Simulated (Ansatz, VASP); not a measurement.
## Rb4O: VASP beside Ansatz

```
CELL_PARAMETERS angstrom
6.12146 0.00000 0.00000
0.00000 6.12146 0.00000
0.00000 0.00000 6.12146
ATOMIC_POSITIONS crystal
Rb 0.50000 0.50000 0.50000
Rb 0.50000 0.00000 0.00000
Rb 0.00000 0.50000 0.00000
Rb 0.00000 0.00000 0.50000
O 0.00000 0.00000 0.00000
```

Alike in both runs: functional PBE; k mesh 4 × 4 × 4; occupations gaussian, width 0.1 eV; no spin polarisation.

Ansatz relaxed the structure, and its values are those at the end. VASP's run is a single point on that final structure, the one shown.

```csv
,VASP,Ansatz
version,VASP 6.6.1,Ansatz 0.2.0
potentials or method,"VASP PAW PBE potentials, release 64 (Rb_sv, O), cutoff 520 eV","scalar-relativistic, plane waves, PAW"
valence electrons in the cell,42,42
```

```tsv
	VASP	Ansatz	Ansatz less VASP
gap on the k mesh at the Fermi level (eV)	none	none	-
pressure (GPa)	0.2	0.2	-0.01
```

A gap of «none» marks a metal or a gap that the smearing closes. With one functional, cell and mesh, what is left measures potentials, basis and numerics.
